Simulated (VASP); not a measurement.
# GeB16N15 (a cell with a defect) in VASP: notebook, part 2 of 2

VASP 6.6.1. Earlier steps stand in the parts before.

### Step 4. Single point, LDA

Input file INCAR:

```
  PREC = Accurate
  ENCUT = 520
  EDIFF = 1E-6
  ISMEAR = -1
  SIGMA = 0.01
  LREAL = Auto
  LASPH = True
  NELM = 120
  ALGO = Normal
  ISIF = 2
  LWAVE = False
  LCHARG = False
  NBANDS = 90
  NELECT = 138.0
  GGA_COMPAT = False
```

Input file KPOINTS:

```
Automatic mesh
0
Gamma
  1 1 1
  0.25 0.25 0.25
```

Input file POSCAR:

```
GeB16N15
1.0
   -3.6241103844      3.6241103844     -3.6241103844
    3.6241103844      3.6241103844      3.6241103844
    3.6241103844     -3.6241103844     -3.6241103844
B N Ge
16 15 1
Direct
    0.0017583966      0.0052595350      0.0012682914
   -0.0001596164      0.2505839828      0.7540210093
   -0.0001638354      0.5042865202      0.5002948741
    0.0017568993      0.7515405503      0.2549726361
    0.2470818880     -0.0031447680      0.7456227837
    0.2116572369      0.2505847742      0.5003147152
    0.2470956588      0.4959101289      0.2465938943
    0.2554715802      0.7515398289      0.0012643811
    0.5008015183     -0.0385701787      0.5002977888
    0.5007807424      0.2505692653      0.2111474021
    0.5007975720      0.5042916486     -0.0006526480
    0.5007925469      0.7496203642      0.7540192528
    0.7461291675     -0.0031245297      0.2465902465
    0.7545157682      0.2505867037     -0.0006534382
    0.7899470706      0.5397335395      0.7894432630
    0.7545164235      0.7496224898      0.5003104145
   -0.0136824927     -0.0049870163      0.2447285039
    0.0007937595      0.2505807512      0.0003014379
    0.0152917994      0.5094915323      0.7592156691
    0.0008013059      0.7505821456      0.5002983690
    0.2452211443     -0.0049951851     -0.0141908164
    0.2418891158      0.2505833211      0.7558888705
    0.2418861652      0.5061523059      0.5003017452
    0.2452185085      0.7360893689      0.2447208161
    0.5007968149     -0.0083347012      0.7558793114
    0.5008048873      0.5061570476      0.2414000674
    0.5008058553      0.7505890109      0.0003120647
    0.7563750037     -0.0083343831      0.5002980198
    0.7563780432      0.2505937504      0.2413964923
    0.7597078760      0.5094939113      0.0147895186
    0.7597126963      0.7650720636      0.7592207871
    0.5008022351      0.2505768660      0.5003062169
```

Potentials or basis: VASP PAW LDA potentials, release 64 (B, N, Ge_d).

On the command line:

```bash
$ cat potpaw_LDA.64/B/POTCAR potpaw_LDA.64/N/POTCAR potpaw_LDA.64/Ge_d/POTCAR > POTCAR
$ mpirun -np 1 vasp_std > vasp.out
```

OUTCAR:

```text
PREC = Accurate
   ENCUT = 520
   EDIFF = 1E-6
   ISMEAR = -1
   LREAL = Auto
   LASPH = True
   NELM = 120
   ISIF = 2
   NELECT = 138.0

 ion  position               nearest neighbor table
   1  0.002  0.005  0.001-  31 1.52  18 1.54  17 1.58  21 1.58
   2  1.000  0.251  0.754-  22 1.52  18 1.54  19 1.58  28 1.58
   3  1.000  0.504  0.500-  23 1.52  20 1.54  29 1.58  19 1.58
   4  0.002  0.752  0.255-  30 1.52  20 1.54  24 1.58  17 1.58
   5  0.247  0.997  0.746-  21 1.52  20 1.54  25 1.58  22 1.58
   6  0.212  0.251  0.500-  23 1.55  22 1.55  17 1.55  32 1.82
[... 24 lines left out ...]
  31  0.760  0.765  0.759-   1 1.52  15 1.55  16 1.58  12 1.58
  32  0.501  0.251  0.500-   9 1.81  15 1.82  10 1.82   6 1.82

  LATTYP: Found a body centered cubic cell.
 ALAT       =     7.2482207688

  Lattice vectors:

 A1 = (  -3.6241103844,   3.6241103844,  -3.6241103844)
 A2 = (   3.6241103844,   3.6241103844,   3.6241103844)
 A3 = (   3.6241103844,  -3.6241103844,  -3.6241103844)

Analysis of symmetry for initial positions (statically):
=====================================================================
 Subroutine PRICEL returns:
 Original cell was already a primitive cell.

 Routine SETGRP: Setting up the symmetry group for a
 body centered cubic supercell.

 Subroutine GETGRP returns: Found  1 space group operations
 (whereof  1 operations were pure point group operations)
 out of a pool of 48 trial point group operations.

The static configuration has the point symmetry C_1 .

Analysis of symmetry for dynamics (positions and initial velocities):
=====================================================================
 Subroutine PRICEL returns:
 Original cell was already a primitive cell.

 Routine SETGRP: Setting up the symmetry group for a
 body centered cubic supercell.

 Subroutine GETGRP returns: Found  1 space group operations
 (whereof  1 operations were pure point group operations)
 out of a pool of 48 trial point group operations.

The dynamic configuration has the point symmetry C_1 .

 Subroutine INISYM returns: Found  1 space group operations
 (whereof  1 operations are pure point group operations),
 and found     1 'primitive' translations

----------------------------------------------------------------------------------------

                                     Primitive cell

  volume of cell :     190.3988

  direct lattice vectors                    reciprocal lattice vectors
    -3.624110384  3.624110384 -3.624110384     0.000000000  0.137964893 -0.137964893
     3.624110384  3.624110384  3.624110384     0.137964893  0.137964893  0.000000000
     3.624110384 -3.624110384 -3.624110384     0.137964893  0.000000000 -0.137964893

  length of vectors
     6.277143318  6.277143318  6.277143318     0.195111822  0.195111822  0.195111822

  position of ions in fractional coordinates (direct lattice)
     0.001758397  0.005259535  0.001268291
     0.999840384  0.250583983  0.754021009
     0.999836165  0.504286520  0.500294874
     0.001756899  0.751540550  0.254972636
     0.247081888  0.996855232  0.745622784
     0.211657237  0.250584774  0.500314715
[... 24 lines left out ...]
     0.759712696  0.765072064  0.759220787
     0.500802235  0.250576866  0.500306217

  ion indices of the primitive-cell ions
   primitive index   ion index
                 1           1
                 2           2
                 3           3
                 4           4
                 5           5
                 6           6
[... 24 lines left out ...]
                31          31
                32          32

----------------------------------------------------------------------------------------

 KPOINTS: Automatic mesh

Automatic generation of k-mesh.
 Grid dimensions read from file:
 generate k-points for:    1    1    1

 Generating k-lattice:

  Cartesian coordinates                     Fractional coordinates (reciprocal lattice)
     0.000000000  0.137964893 -0.137964893     1.000000000  0.000000000  0.000000000
     0.137964893  0.137964893  0.000000000     0.000000000  1.000000000  0.000000000
     0.137964893  0.000000000 -0.137964893     0.000000000  0.000000000  1.000000000

  Length of vectors
     0.195111822  0.195111822  0.195111822

  Shift w.r.t. Gamma in fractional coordinates (k-lattice)
     0.250000000  0.250000000  0.250000000

 Subroutine IBZKPT returns following result:
 ===========================================

 Found      1 irreducible k-points:

 Following reciprocal coordinates:
            Coordinates               Weight
  0.250000  0.250000  0.250000      2.000000
   k-points           NKPTS =      1   k-points in BZ     NKDIM =      1   number of bands    NBANDS=     90
   number of dos      NEDOS =    301   number of ions     NIONS =     32
   total plane-waves  NPLWV = 110592
   dimension x,y,z NGX =    48 NGY =   48 NGZ =   48
   dimension x,y,z NGXF=    96 NGYF=   96 NGZF=   96
   ions per type =              16  15   1
   NGX,Y,Z   is equivalent  to a cutoff of  12.71, 12.71, 12.71 a.u.
   NGXF,Y,Z  is equivalent  to a cutoff of  25.42, 25.42, 25.42 a.u.
 SYSTEM =  unknown system
   PREC   = accura    normal or accurate (medium, high low for compatibility)
   ISTART =      0    job   : 0-new  1-cont  2-samecut
   ICHARG =      2    charge: 1-file 2-atom 10-const
   ISPIN  =      1    spin polarized calculation?
   LNONCOLLINEAR =      F non collinear calculations
   LSORBIT =      F    spin-orbit coupling
   LASPH  =      T    aspherical Exc in radial PAW
   ENCUT  =  520.0 eV  38.22 Ry    6.18 a.u.  11.67 11.67 11.67*2*pi/ulx,y,z
   NELM   =    120;   NELMIN=  2; NELMDL= -5     # of ELM steps
   EDIFF  = 0.1E-05   stopping-criterion for ELM
   LREAL  =      T    real-space projection
   EDIFFG = 0.1E-04   stopping-criterion for IOM
   NSW    =      0    number of steps for IOM
   IBRION =     -1    ionic relax: 0-MD 1-quasi-New 2-CG
   NFREE  =      0    steps in history (QN), initial steepest desc. (CG)
   ISIF   =      2    stress and relaxation
   ISYM   =      2    0-nonsym 1-usesym 2-fastsym
   POTIM  = 0.5000    time-step for ionic-motion
   TEBEG  =    0.0;   TEEND  =   0.0 temperature during run
   PSTRESS=    0.0 pullay stress
   NELECT =     138.0000    total number of electrons
   NUPDOWN=      -1.0000    fix difference up-down
   EMIN   =  10.00;   EMAX   =-10.00  energy-range for DOS
   EFERMI =   0.00;   METHOD = LEGACY
   ISMEAR =    -1;   SIGMA  =   0.01  broadening in eV -4-tet -1-fermi 0-gaus
   EFERMI_NEDOS =   21; number of points for ismear=-14 and -15
   IALGO  =     38    algorithm
   IMIX   =      4    mixing-type and parameters
     AMIX     =   0.40;   BMIX     =  1.00
     AMIX_MAG =   1.60;   BMIX_MAG =  1.00
  volume/ion in A,a.u.               =       5.95        40.15
  Fermi-wavevector in a.u.,A,eV,Ry     =   1.470550  2.778936 29.422832  2.162517
  Thomas-Fermi vector in A             =   2.585793
   LORBIT       =      0    0 simple, 1 ext, 2 COOP (PROOUT), +10 PAW based schemes
   GGA     = CA    functional components
   LHFCALC =     F    Hartree Fock is set to
   AEXX    =    0.0000 exact exchange contribution
   IVDW    =     0    specifies the selected vdW correction
   LEPSILON=     F    determine dielectric tensor
   LRPA    =     F    only Hartree local field effects (RPA)
 non-spin polarized calculation
  energy-cutoff  :      520.00
  volume of cell :      190.40
 maximum number of plane-waves:      5072
 NGX is ok and might be reduce to    48
   NGX = 23   NGY = 23   NGZ = 23

 number of electron     138.0000001 magnetization

 Free energy of the ion-electron system (eV)
  ---------------------------------------------------
  ext. energy  EPLUGINS =         0.00000000
  ---------------------------------------------------
  free energy    TOTEN  =      -283.58650527 eV

  energy without entropy =     -283.58650527  energy(sigma->0) =     -283.58650527

 E-fermi :   9.7745     XC(G=0): -13.2949

 val. band max:        9.5218963941   @ k =   0.2500   0.2500   0.2500
 cond. band min:      14.6524313018   @ k =   0.2500   0.2500   0.2500
 fundamental gap:      5.1305349076
 Fermi energy:         9.7745000516

 k-point     1 :       0.2500    0.2500    0.2500
  band No.  band energies     occupation
      1     -12.6721      2.00000
      2     -12.6721      2.00000
      3     -12.6721      2.00000
      4     -12.5565      2.00000
      5     -12.5565      2.00000
      6     -11.1854      2.00000
[... 73 lines left out ...]
     80      15.5462      0.00000
     81      15.6739      0.00000
 [bands above 81 left out]

------------------------ aborting loop because EDIFF is reached ----------------------------------------

  FORCE on cell =-STRESS in cart. coord.  units (eV):
  Direction    XX          YY          ZZ          XY          YZ          ZX
  --------------------------------------------------------------------------------------
  -------------------------------------------------------------------------------------
  Total       30.6870804     30.6875368     30.6870263      0.0007824     -0.0012028      0.0024479
  in kB      258.2271552    258.2309955    258.2267001      0.0065841     -0.0101213      0.0205989
  external PRESSURE =     258.2282836 kB  Pullay stress =       0.0000000 kB

 VOLUME and BASIS-vectors are now :
 -----------------------------------------------------------------------------
  energy-cutoff  :      520.00
  volume of cell :      190.40
      direct lattice vectors                 reciprocal lattice vectors
    -3.624110384  3.624110384 -3.624110384     0.000000000  0.137964893 -0.137964893
     3.624110384  3.624110384  3.624110384     0.137964893  0.137964893  0.000000000
     3.624110384 -3.624110384 -3.624110384     0.137964893  0.000000000 -0.137964893

 POSITION                                       TOTAL-FORCE (eV/Angst)
 -----------------------------------------------------------------------------------
      0.01728      0.02084      0.00809        -0.009947     -0.009366      0.018055
      0.01727      1.79902     -5.44804        -0.010478      0.009318     -0.017291
      0.01720      3.63798     -3.60905        -0.008423      0.018039     -0.009855
      3.64135      1.80598      1.79325        -0.009363     -0.017630      0.009654
      5.41948      1.80595      0.01504         0.010537     -0.017061     -0.009161
      1.95427     -0.13798     -1.67212        -0.008187      0.006962     -0.007498
[... 24 lines left out ...]
      2.77092      2.77449     -2.73208        -0.014078     -0.013280     -0.035095
      0.90632      0.90992     -2.72001         0.000550     -0.000634      0.001355
 -----------------------------------------------------------------------------------
    total drift:                                0.000244     -0.007537      0.002944

  FREE ENERGIE OF THE ION-ELECTRON SYSTEM (eV)
  ---------------------------------------------------
  free  energy   TOTEN  =      -283.5865052699 eV

  energy  without entropy=     -283.5865052698  energy(sigma->0) =     -283.58650527
```

It took 94 s on 1 thread of Intel Xeon 8259CL, shared host; peak memory 0.26 GiB.

What came out:

```yaml
Free_energy: -283.5865 eV
Largest_force: 0.041 eV/Å
```

Forces on the atoms (eV/Å):
```
B   -0.010 -0.009  0.018
B   -0.010  0.009 -0.017
B   -0.008  0.018 -0.010
B   -0.009 -0.018  0.010
B    0.011 -0.017 -0.009
B   -0.008  0.007 -0.007
B    0.010  0.008  0.019
B   -0.018 -0.009  0.010
B    0.008  0.006  0.007
B    0.007 -0.005 -0.008
B    0.018 -0.009 -0.009
B    0.017  0.010  0.009
B   -0.018  0.009 -0.010
B    0.009 -0.010 -0.017
B   -0.006 -0.008  0.005
B    0.009  0.018  0.010
N    0.036  0.013 -0.014
N    0.000  0.001 -0.001
N    0.036 -0.013  0.015
N    0.000 -0.001 -0.001
N    0.013  0.035 -0.014
N   -0.014  0.014  0.036
N   -0.013 -0.035 -0.014
N    0.014  0.014 -0.037
N   -0.036  0.015  0.014
N   -0.035 -0.014 -0.013
N   -0.001 -0.001  0.000
N    0.015 -0.035  0.013
N    0.013 -0.015  0.036
N   -0.014  0.036  0.014
N   -0.014 -0.013 -0.035
Ge   0.001 -0.001  0.001
```

Caveat: the k points lie up to 1.23 Å⁻¹ apart, too coarse for converged energies, forces and pressures; the cell carries a net charge on a neutralising background, which shifts energy and pressure; the cell is charged against a uniform background, so pressure and absolute levels hang on convention.
